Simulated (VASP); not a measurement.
Here is a VASP 6.6.1 calculation.

The input POSCAR:

```
GaN
1.0
    2.9921110929      0.0000000000      0.0000000000
   -1.4960555464      2.5912442174      0.0000000000
    0.0000000000      0.0000000000      5.3357611976
Ga N
2 2
Direct
    0.6666666667      0.3333333333      0.5074754122
    0.3333333333      0.6666666667      1.0074754122
    0.6666666667      0.3333333333      0.8675245878
    0.3333333333      0.6666666667      0.3675245878
```

INCAR.step1

```
SYSTEM = GaN
PREC = Accurate ; ENCUT = 520
ISMEAR = 0 ; SIGMA = 0.02
LREAL = .FALSE. ; LASPH = .TRUE.
NELM = 100 ; NBANDS = 26
GGA = PE ; ALGO = Normal
EDIFF = 1E-4 ; LWAVE = .TRUE.
LCHARG = .FALSE.
```

File INCAR.step2:

```
SYSTEM = GaN
PREC = Accurate ; ENCUT = 520
EDIFF = 1E-7 ; ISMEAR = 0
SIGMA = 0.02 ; LREAL = .FALSE.
LASPH = .TRUE. ; NELM = 100
ALGO = Normal ; ISIF = 2
LWAVE = .FALSE. ; LCHARG = .TRUE.
METAGGA = R2SCAN ; LMIXTAU = .TRUE.
LELF = .TRUE. ; LVHAR = .TRUE.
NBANDS = 26 ; ISTART = 1
```

KPOINTS

```
regular mesh
0
G
  12 12 6
  0 0 0
```

Potentials or basis: VASP PAW PBE potentials, release 64 (Ga_d, N).

Run with:

```sh
$ cat potpaw_PBE.64/Ga_d/POTCAR potpaw_PBE.64/N/POTCAR > POTCAR
$ cp INCAR.step1 INCAR
$ mpirun -np 1 vasp_std > vasp.out
$ cp INCAR.step2 INCAR
$ mpirun -np 1 vasp_std > vasp.out
```

Task: Estimate the pressure.

Result: 23.7 GPa.

Task: Predict the largest force.

Result: 0.039 eV/Å.

Task: Estimate the band gap on the k mesh.

Result: 2.30 eV.

Forces on the atoms (eV/Å):
```
Ga   0.000  0.000  0.039
Ga   0.000  0.000  0.039
N    0.000  0.000 -0.039
N    0.000  0.000 -0.039
```

Caveat: the cell stands under pressure; the PAW data sets were made with another functional, which shifts forces and pressure a little. A k mesh can miss the band edges.
